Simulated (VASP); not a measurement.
## AlRu (rocksalt type): single point with PBE

The system is AlRu (rocksalt type).

```xyz
2
Lattice="0.0000 2.2343 2.2343 2.2343 0.0000 2.2343 2.2343 2.2343 0.0000" Properties=species:S:1:pos:R:3 pbc="T T T"
Ru    0.0000    0.0000    0.0000
Al    2.2343    2.2343    2.2343
```

| Quantity | Value |
| --- | --- |
| Program | VASP 6.6.1 |
| Task | single point |
| Functional | PBE |
| Potentials or basis | VASP PAW PBE potentials, release 64 (Ru_pv, Al) |
| Cutoff | 520 eV |
| k mesh | 14 × 14 × 14 |
| Occupations | fermi-dirac, width 0.1 eV |
| Spin | no spin polarisation |
| Dipole correction | no |
| Further INCAR settings | ALGO = Normal; EDIFF = 1e-06; NBANDS = 16 |

| Item | Value |
| --- | --- |
| Pressure | 94.2 GPa |
| Band gap on the k mesh | zero (an odd number of electrons rules out a gap without spin polarisation) |

Levels at points of the mesh, in eV from the Fermi level:
```tsv
k point	band 6	band 7	band 8	band 9	band 10	band 11	band 12	band 13
(0.00, 0.00, 0.00)	-3.45	-3.45	-2.77	-2.77	8.42	8.42	8.42	9.81
(0.50, 0.00, 0.00)	-4.21	-4.21	-0.55	-0.55	2.32	7.99	9.01	9.01
(0.50, 0.50, 0.00)	-3.19	-1.55	0.10	0.10	3.17	3.17	3.47	12.69
```

Run time: 45 s on 1 thread of Intel Xeon 8259CL (shared host), peak memory 0.16 GiB.

Caveat: the cell stands under pressure.
